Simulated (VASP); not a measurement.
# ZnSnP2 (I-42d) in VASP: notebook

The runs below take ZnSnP2 through single point, with LDA, PBE, r2SCAN.

Program: VASP 6.6.1. These are calculated values, not measurements. Logs are shortened: lines on timing, memory, paths and dates and some standing lists are left out, and cuts for length are marked.

**1. The cell of the first run**

It takes space group I-42d (No. 122, tetragonal). The conventional cell has a = 5.650 Å, b = 5.650 Å, c = 11.327 Å, α = 90.00°, β = 90.00°, γ = 90.00°. Zn (site symmetry -4) has 4 P at 2.38 Å within 3.1 Å. Within 3.3 Å of Sn (site symmetry -4) lie 4 P at 2.52 Å. Within 3.1 Å of P (site symmetry 2) lie 2 Zn at 2.38 Å and 2 Sn at 2.52 Å.

**2. Single point, LDA**

INCAR reads:

```
SYSTEM = ZnSnP2
ALGO = Normal ; EDIFF = 1E-6
ENCUT = 500 ; GGA_COMPAT = .FALSE.
ISIF = 2 ; ISMEAR = 0
LASPH = .TRUE. ; LCHARG = .FALSE.
LREAL = .FALSE. ; LWAVE = .FALSE.
NBANDS = 46 ; NELM = 120
PREC = Accurate ; SIGMA = 0.01
```

KPOINTS reads:

```
k-points
0
G
  6 6 6
  0 0 0
```

POSCAR reads:

```
ZnSnP2
1.0
   -2.8252090207      2.8252090207      5.6635693201
    2.8252090207     -2.8252090207      5.6635693201
    2.8252090207      2.8252090207     -5.6635693201
Zn Sn P
2 2 4
Direct
    0.7500000000      0.2500000000      0.5000000000
    0.0000000000      0.0000000000      0.0000000000
    0.2500000000      0.7500000000      0.5000000000
    0.5000000000      0.5000000000      0.0000000000
    0.3750000000      0.3532624366      0.4782624366
    0.6467375634      0.1250000000      0.0217375634
    0.1032624366      0.6250000000      0.9782624366
    0.8750000000      0.8967375634      0.5217375634
```

Potentials or basis: VASP PAW LDA potentials, release 64 (Zn, Sn_d, P).

Started as:

```console
cat potpaw_LDA.64/Zn/POTCAR potpaw_LDA.64/Sn_d/POTCAR potpaw_LDA.64/P/POTCAR > POTCAR
mpirun -np 1 vasp_std > vasp.out
```

OUTCAR:

```text
SYSTEM = ZnSnP2
   EDIFF = 1E-6
   ENCUT = 500
   ISIF = 2
   ISMEAR = 0
   LASPH = .TRUE.
   LREAL = .FALSE.
   NELM = 120
   PREC = Accurate

 ion  position               nearest neighbor table
   1  0.750  0.250  0.500-   5 2.38   6 2.38   8 2.38   7 2.38
   2  0.000  0.000  0.000-   6 2.38   7 2.38   8 2.38   5 2.38
   3  0.250  0.750  0.500-   8 2.52   5 2.52   6 2.52   7 2.52
   4  0.500  0.500  0.000-   6 2.52   8 2.52   7 2.52   5 2.52
   5  0.375  0.353  0.478-   1 2.38   2 2.38   4 2.52   3 2.52
   6  0.647  0.125  0.022-   1 2.38   2 2.38   4 2.52   3 2.52
   7  0.103  0.625  0.978-   2 2.38   1 2.38   3 2.52   4 2.52
   8  0.875  0.897  0.522-   1 2.38   2 2.38   3 2.52   4 2.52

  LATTYP: Found a body centered tetragonal cell.
 ALAT       =     5.6504180414
 C/A-ratio  =     2.0046549755

  Lattice vectors:

 A1 = (  -2.8252090207,   2.8252090207,   5.6635693201)
 A2 = (   2.8252090207,  -2.8252090207,   5.6635693201)
 A3 = (   2.8252090207,   2.8252090207,  -5.6635693201)

Analysis of symmetry for initial positions (statically):
=====================================================================
 Subroutine PRICEL returns:
 Original cell was already a primitive cell.

 Routine SETGRP: Setting up the symmetry group for a
 body centered tetragonal supercell.

 Subroutine GETGRP returns: Found  8 space group operations
 (whereof  4 operations were pure point group operations)
 out of a pool of 16 trial point group operations.

The static configuration has the point symmetry S_4 .
 The point group associated with its full space group is D_2d.

Analysis of symmetry for dynamics (positions and initial velocities):
=====================================================================
 Subroutine PRICEL returns:
 Original cell was already a primitive cell.

 Routine SETGRP: Setting up the symmetry group for a
 body centered tetragonal supercell.

 Subroutine GETGRP returns: Found  8 space group operations
 (whereof  4 operations were pure point group operations)
 out of a pool of 16 trial point group operations.

The dynamic configuration has the point symmetry S_4 .
 The point group associated with its full space group is D_2d.

 Subroutine INISYM returns: Found  8 space group operations
 (whereof  4 operations are pure point group operations),
 and found     1 'primitive' translations

----------------------------------------------------------------------------------------

                                     Primitive cell

  volume of cell :     180.8220

  direct lattice vectors                    reciprocal lattice vectors
    -2.825209021  2.825209021  5.663569320     0.000000000  0.176978056  0.088283549
     2.825209021 -2.825209021  5.663569320     0.176978056  0.000000000  0.088283549
     2.825209021  2.825209021 -5.663569320     0.176978056  0.176978056  0.000000000

  length of vectors
     6.931062650  6.931062650  6.931062650     0.197775674  0.197775674  0.250284767

  position of ions in fractional coordinates (direct lattice)
     0.750000000  0.250000000  0.500000000
     0.000000000  0.000000000  0.000000000
     0.250000000  0.750000000  0.500000000
     0.500000000  0.500000000  0.000000000
     0.375000000  0.353262437  0.478262437
     0.646737563  0.125000000  0.021737563
     0.103262437  0.625000000  0.978262437
     0.875000000  0.896737563  0.521737563

  ion indices of the primitive-cell ions
   primitive index   ion index
                 1           1
                 2           2
                 3           3
                 4           4
                 5           5
                 6           6
                 7           7
                 8           8

----------------------------------------------------------------------------------------

 KPOINTS: k-points

Automatic generation of k-mesh.
 Grid dimensions read from file:
 generate k-points for:    6    6    6

 Generating k-lattice:

  Cartesian coordinates                     Fractional coordinates (reciprocal lattice)
     0.000000000  0.029496343  0.014713925     0.166666667 -0.000000000  0.000000000
     0.029496343  0.000000000  0.014713925    -0.000000000  0.166666667  0.000000000
     0.029496343  0.029496343  0.000000000     0.000000000  0.000000000  0.166666667

  Length of vectors
     0.032962612  0.032962612  0.041714128

  Shift w.r.t. Gamma in fractional coordinates (k-lattice)
     0.000000000  0.000000000  0.000000000

 Subroutine IBZKPT returns following result:
 ===========================================

 Found     30 irreducible k-points:

 Following reciprocal coordinates:
            Coordinates               Weight
  0.000000  0.000000  0.000000      1.000000
  0.166667  0.000000  0.000000      8.000000
  0.333333  0.000000  0.000000      8.000000
  0.500000  0.000000  0.000000      4.000000
  0.166667  0.166667  0.000000      8.000000
  0.333333  0.166667  0.000000     16.000000
[... 16 lines left out ...]
 -0.333333 -0.333333  0.166667      8.000000
 -0.166667 -0.333333  0.166667      8.000000
 [... further k-points ...]
   k-points           NKPTS =     30   k-points in BZ     NKDIM =     30   number of bands    NBANDS=     46
   number of dos      NEDOS =    301   number of ions     NIONS =      8
   total plane-waves  NPLWV = 157464
   dimension x,y,z NGX =    54 NGY =   54 NGZ =   54
   dimension x,y,z NGXF=   108 NGYF=  108 NGZF=  108
   ions per type =               2   2   4
   NGX,Y,Z   is equivalent  to a cutoff of  12.95, 12.95, 12.95 a.u.
   NGXF,Y,Z  is equivalent  to a cutoff of  25.90, 25.90, 25.90 a.u.
 SYSTEM =  ZnSnP2
   PREC   = accura    normal or accurate (medium, high low for compatibility)
   ISTART =      0    job   : 0-new  1-cont  2-samecut
   ICHARG =      2    charge: 1-file 2-atom 10-const
   ISPIN  =      1    spin polarized calculation?
   LNONCOLLINEAR =      F non collinear calculations
   LSORBIT =      F    spin-orbit coupling
   LASPH  =      T    aspherical Exc in radial PAW
   ENCUT  =  500.0 eV  36.75 Ry    6.06 a.u.  12.64 12.64 12.64*2*pi/ulx,y,z
   NELM   =    120;   NELMIN=  2; NELMDL= -5     # of ELM steps
   EDIFF  = 0.1E-05   stopping-criterion for ELM
   LREAL  =      F    real-space projection
[... 7 lines left out ...]
   TEBEG  =    0.0;   TEEND  =   0.0 temperature during run
   PSTRESS=    0.0 pullay stress
   NELECT =      72.0000    total number of electrons
   NUPDOWN=      -1.0000    fix difference up-down
   EMIN   =  10.00;   EMAX   =-10.00  energy-range for DOS
   EFERMI =   0.00;   METHOD = LEGACY
   ISMEAR =     0;   SIGMA  =   0.01  broadening in eV -4-tet -1-fermi 0-gaus
   EFERMI_NEDOS =   21; number of points for ismear=-14 and -15
   IALGO  =     38    algorithm
   IMIX   =      4    mixing-type and parameters
     AMIX     =   0.40;   BMIX     =  1.00
     AMIX_MAG =   1.60;   BMIX_MAG =  1.00
  volume/ion in A,a.u.               =      22.60       152.53
  Fermi-wavevector in a.u.,A,eV,Ry     =   1.204394  2.275974 19.736129  1.450565
  Thomas-Fermi vector in A             =   2.340120
   LORBIT       =      0    0 simple, 1 ext, 2 COOP (PROOUT), +10 PAW based schemes
   GGA     = CA    functional components
   LHFCALC =     F    Hartree Fock is set to
   AEXX    =    0.0000 exact exchange contribution
   IVDW    =     0    specifies the selected vdW correction
   LEPSILON=     F    determine dielectric tensor
   LRPA    =     F    only Hartree local field effects (RPA)
 non-spin polarized calculation
 Gauss-broadening in eV      SIGMA  =   0.01
  energy-cutoff  :      500.00
  volume of cell :      180.82
 maximum number of plane-waves:      4616
 NGX is ok and might be reduce to    54
   NGX = 25   NGY = 25   NGZ = 25

 number of electron      72.0000018 magnetization

 Free energy of the ion-electron system (eV)
  ---------------------------------------------------
  ext. energy  EPLUGINS =         0.00000000
  ---------------------------------------------------
  free energy    TOTEN  =       -38.21863011 eV

  energy without entropy =      -38.21863011  energy(sigma->0) =      -38.21863011

 E-fermi :   4.6340     XC(G=0):  -9.8555

 val. band max:        4.5165680440   @ k =   0.0000   0.0000   0.0000
 cond. band min:       5.1959387155   @ k =   0.0000   0.0000   0.0000
 fundamental gap:      0.6793706715
 Fermi energy:         4.6339595294

 k-point     1 :       0.0000    0.0000    0.0000
  band No.  band energies     occupation
      1     -16.9958      2.00000
      2     -16.9954      2.00000
      3     -16.9954      2.00000
      4     -16.9761      2.00000
      5     -16.9647      2.00000
      6     -16.9647      2.00000
[... 38 lines left out ...]
     45       9.1664      0.00000
     46       9.2307      0.00000

 k-point     2 :       0.1667    0.0000    0.0000
  band No.  band energies     occupation
      1     -16.9976      2.00000
      2     -16.9944      2.00000
      3     -16.9938      2.00000
      4     -16.9768      2.00000
      5     -16.9668      2.00000
      6     -16.9635      2.00000
[... 38 lines left out ...]
     45       8.9212      0.00000
     46       9.4767      0.00000

 k-point     3 :       0.3333    0.0000    0.0000
  band No.  band energies     occupation
      1     -16.9991      2.00000
      2     -16.9938      2.00000
      3     -16.9908      2.00000
      4     -16.9775      2.00000
      5     -16.9717      2.00000
      6     -16.9616      2.00000
[... 38 lines left out ...]
     45       9.1958      0.00000
     46       9.8531      0.00000

 k-point     4 :       0.5000    0.0000    0.0000
  band No.  band energies     occupation
      1     -16.9996      2.00000
      2     -16.9938      2.00000
      3     -16.9886      2.00000
      4     -16.9764      2.00000
      5     -16.9759      2.00000
      6     -16.9608      2.00000
[... 920 lines left out ...]
     45       9.0503      0.00000
     46       9.4471      0.00000

 k-point    23 :      -0.3333   -0.3333    0.1667
  band No.  band energies     occupation
      1     -16.9993      2.00000
      2     -16.9984      2.00000
      3     -16.9906      2.00000
      4     -16.9807      2.00000
      5     -16.9624      2.00000
      6     -16.9622      2.00000
[... 38 lines left out ...]
     45       9.3624      0.00000
     46       9.6457      0.00000

 k-point    24 :      -0.1667   -0.3333    0.1667
  band No.  band energies     occupation
      1     -16.9991      2.00000
      2     -16.9974      2.00000
      3     -16.9926      2.00000
      4     -16.9789      2.00000
      5     -16.9637      2.00000
      6     -16.9610      2.00000
[... 38 lines left out ...]
     45       8.8187      0.00000
     46       9.2947      0.00000

 [... further k-points ...]

------------------------ aborting loop because EDIFF is reached ----------------------------------------

  FORCE on cell =-STRESS in cart. coord.  units (eV):
  Direction    XX          YY          ZZ          XY          YZ          ZX
  --------------------------------------------------------------------------------------
  -------------------------------------------------------------------------------------
  Total       -3.0383953     -3.0383953     -3.0979655      0.0000000      0.0000000      0.0000000
  in kB      -26.9217621    -26.9217621    -27.4495847      0.0000000      0.0000000      0.0000000
  external PRESSURE =     -27.0977030 kB  Pullay stress =       0.0000000 kB

 VOLUME and BASIS-vectors are now :
 -----------------------------------------------------------------------------
  energy-cutoff  :      500.00
  volume of cell :      180.82
      direct lattice vectors                 reciprocal lattice vectors
    -2.825209021  2.825209021  5.663569320     0.000000000  0.176978056  0.088283549
     2.825209021 -2.825209021  5.663569320     0.176978056  0.000000000  0.088283549
     2.825209021  2.825209021 -5.663569320     0.176978056  0.176978056  0.000000000

 POSITION                                       TOTAL-FORCE (eV/Angst)
 -----------------------------------------------------------------------------------
      0.00000      2.82521      2.83178         0.000000     -0.000000     -0.000000
      0.00000      0.00000      0.00000         0.000000     -0.000000      0.000000
      2.82521      0.00000      2.83178        -0.000000     -0.000000      0.000000
      0.00000      0.00000      5.66357         0.000000     -0.000000     -0.000000
      1.28978      1.41260      1.41589        -0.127619     -0.000000     -0.000000
     -1.41260      1.53543      4.24768        -0.000000      0.127619      0.000000
      4.23781      1.28978     -1.41589         0.000000     -0.127619     -0.000000
      1.53543      1.41260      7.07946         0.127619     -0.000000      0.000000
 -----------------------------------------------------------------------------------
    total drift:                                0.000002      0.000002      0.000003

  FREE ENERGIE OF THE ION-ELECTRON SYSTEM (eV)
  ---------------------------------------------------
  free  energy   TOTEN  =       -38.2186301064 eV

  energy  without entropy=      -38.2186301064  energy(sigma->0) =      -38.21863011
```

It took 4.2 min on 1 thread of Intel Xeon 6975P-C (Granite Rapids), shared host; peak memory 0.43 GiB.

What came out:

* Free energy: -38.2186 eV
* Pressure: -2.7 GPa
* Largest force: 0.128 eV/Å
* Band gap on the k mesh: 0.68 eV

Forces on the atoms (eV/Å):
```
Zn   0.000  0.000  0.000
Zn   0.000  0.000  0.000
Sn   0.000  0.000  0.000
Sn   0.000  0.000  0.000
P   -0.128  0.000  0.000
P    0.000  0.128  0.000
P    0.000 -0.128  0.000
P    0.128  0.000  0.000
```

Caveat: spin-orbit coupling is left out, which moves the levels of the heavy elements.

**3. Single point, PBE**

This run uses another cell than the first one, of 23.24 Å³/atom.

INCAR reads:

```
SYSTEM = ZnSnP2
  ALGO = Normal
  EDIFF = 1E-6
  ENCUT = 500
  GGA = PE
  GGA_COMPAT = .False.
  ISIF = 2
  ISMEAR = -1
  LASPH = .True.
  LCHARG = .False.
  LREAL = .False.
  LWAVE = .False.
  NBANDS = 46
  NELM = 120
  PREC = Accurate
  SIGMA = 0.02
```

KPOINTS reads:

```
k-points
0
Gamma
  6 6 6
  0 0 0
```

POSCAR reads:

```
ZnSnP2
1.0
   -2.8511251118      2.8511251118      5.7168577725
    2.8511251118     -2.8511251118      5.7168577725
    2.8511251118      2.8511251118     -5.7168577725
Zn Sn P
2 2 4
Direct
    0.7500000000      0.2500000000      0.5000000000
    0.0000000000      0.0000000000      0.0000000000
    0.2500000000      0.7500000000      0.5000000000
    0.5000000000      0.5000000000      0.0000000000
    0.3750000000      0.3527945212      0.4777945212
    0.6472054788      0.1250000000      0.0222054788
    0.1027945212      0.6250000000      0.9777945212
    0.8750000000      0.8972054788      0.5222054788
```

Potentials or basis: VASP PAW PBE potentials, release 64 (Zn, Sn_d, P).

Started as:

```console
cat potpaw_PBE.64/Zn/POTCAR potpaw_PBE.64/Sn_d/POTCAR potpaw_PBE.64/P/POTCAR > POTCAR
mpirun -np 1 vasp_std > vasp.out
```

Wall time 4 min (1 thread of Intel Xeon 6975P-C (Granite Rapids), shared host); peak memory 0.51 GiB.

It converged, with:

```
Free energy            : -33.0583 eV
Pressure               : 0.0 GPa
Largest force          : 0.023 eV/Å
Band gap on the k mesh : 0.69 eV
```

Forces in eV/Å, atoms in the order of the input:
```
Zn   0.000  0.000  0.000
Zn   0.000  0.000  0.000
Sn   0.000  0.000  0.000
Sn   0.000  0.000  0.000
P    0.023  0.000  0.000
P    0.000 -0.023  0.000
P    0.000  0.023  0.000
P   -0.023  0.000  0.000
```

Levels at points of the mesh, in eV from the valence-band top:
| k point | band 33 | band 34 | band 35 | band 36 | band 37 | band 38 | band 39 | band 40 |
| --- | --- | --- | --- | --- | --- | --- | --- | --- |
| (0.00, 0.00, 0.00) | -2.40 | 0.00 | 0.00 | 0.00 | 0.69 | 1.47 | 1.63 | 3.35 |
| (0.50, 0.00, 0.00) | -2.16 | -1.80 | -1.40 | -0.93 | 2.39 | 2.56 | 2.78 | 3.71 |
| (0.50, 0.50, 0.00) | -1.04 | -1.04 | -0.76 | -0.76 | 1.06 | 1.06 | 2.85 | 2.85 |
| (0.50, 0.50, 0.50) | -1.63 | -1.63 | -1.30 | -1.30 | 1.39 | 1.39 | 1.46 | 1.46 |

Caveat: spin-orbit coupling is left out, which moves the levels of the heavy elements.

**4. Single point, r2SCAN**

POSCAR reads:

```
ZnSnP2
1.0
   -2.8252090207      2.8252090207      5.6635693201
    2.8252090207     -2.8252090207      5.6635693201
    2.8252090207      2.8252090207     -5.6635693201
Zn Sn P
2 2 4
Direct
    0.7500000000      0.2500000000      0.5000000000
    0.0000000000      0.0000000000      0.0000000000
    0.2500000000      0.7500000000      0.5000000000
    0.5000000000      0.5000000000      0.0000000000
    0.3750000000      0.3532624366      0.4782624366
    0.6467375634      0.1250000000      0.0217375634
    0.1032624366      0.6250000000      0.9782624366
    0.8750000000      0.8967375634      0.5217375634
```

INCAR.step1 reads:

```
  PREC = Accurate
  ENCUT = 550
  ISMEAR = -1
  SIGMA = 0.02
  LREAL = F
  LASPH = T
  NELM = 120
  NBANDS = 46
  GGA = PE
  ALGO = Normal
  EDIFF = 1E-5
  LWAVE = T
  LCHARG = F
  GGA_COMPAT = F
```

INCAR.step2 reads:

```
  PREC = Accurate
  ENCUT = 550
  EDIFF = 1E-6
  ISMEAR = -1
  SIGMA = 0.02
  LREAL = F
  LASPH = T
  NELM = 120
  ALGO = Normal
  ISIF = 2
  LWAVE = F
  LCHARG = T
  METAGGA = R2SCAN
  LMIXTAU = T
  LELF = T
  LVHAR = T
  NBANDS = 46
  ISTART = 1
  GGA_COMPAT = F
```

KPOINTS reads:

```
Automatic mesh
0
Gamma
  6 6 6
```

Started as:

```console
cat potpaw_PBE.64/Zn/POTCAR potpaw_PBE.64/Sn_d/POTCAR potpaw_PBE.64/P/POTCAR > POTCAR
cp INCAR.step1 INCAR
mpirun -np 1 vasp_std > vasp.out
cp INCAR.step2 INCAR
mpirun -np 1 vasp_std > vasp.out
```

Run time: 19 min. Hardware: 1 thread of Intel Xeon 6975P-C (Granite Rapids), shared host; peak memory 0.54 GiB.

The run converged. Its results:

```yaml
Free_energy: -105.3830 eV
Pressure: -0.1 GPa
Largest_force: 0.018 eV/Å
Band_gap_on_the_k_mesh: 1.25 eV
```

Forces on the atoms (eV/Å):
```
Zn   0.000  0.000  0.000
Zn   0.000  0.000  0.000
Sn   0.000  0.000  0.000
Sn   0.000  0.000  0.000
P    0.018  0.000  0.000
P    0.000 -0.018  0.000
P    0.000  0.018  0.000
P   -0.018  0.000  0.000
```

Levels at points of the mesh, in eV from the valence-band top:
```
           k point  band 34  band 35  band 36  band 37  band 38  band 39
(0.00, 0.00, 0.00)    -0.01     0.00     0.00     1.25     1.65     1.90
(0.50, 0.00, 0.00)    -1.94    -1.51    -1.00     2.80     2.94     3.07
(0.50, 0.50, 0.00)    -1.12    -0.83    -0.83     1.45     1.45     3.22
(0.50, 0.50, 0.50)    -1.75    -1.42    -1.42     1.64     1.64     1.64
```

Caveat: the PAW data sets were made with another functional, which shifts forces and pressure a little; spin-orbit coupling is left out, which moves the levels of the heavy elements.

**5. Overview**

```csv
level,potentials or basis,cell,cutoff (eV),smearing,gap on the mesh (eV),pressure (GPa),largest force (eV/Å)
LDA,"VASP PAW LDA potentials, release 64 (Zn, Sn_d, P)","a = 6.931 Å, angles 131.9, 131.9, 70.4°, 8 atoms",500,gaussian 0.01 eV,0.68,-2.7,0.13
PBE,"VASP PAW PBE potentials, release 64 (Zn, Sn_d, P)","a = 6.996 Å, angles 131.9, 131.9, 70.4°, 8 atoms",500,fermi-dirac 0.02 eV,0.69,0.0,0.02
r2SCAN,"VASP PAW PBE potentials, release 64 (Zn, Sn_d, P)","a = 6.931 Å, angles 131.9, 131.9, 70.4°, 8 atoms",550,fermi-dirac 0.02 eV,1.25,-0.1,0.02
```

Alike in all rows: task single point; no spin polarisation; k mesh 6 × 6 × 6.

Caveats: spin-orbit coupling is left out, which moves the levels of the heavy elements; the PAW data sets were made with another functional, which shifts forces and pressure a little (at least some runs).

Absolute energies hang on the potentials; compare differences alone.
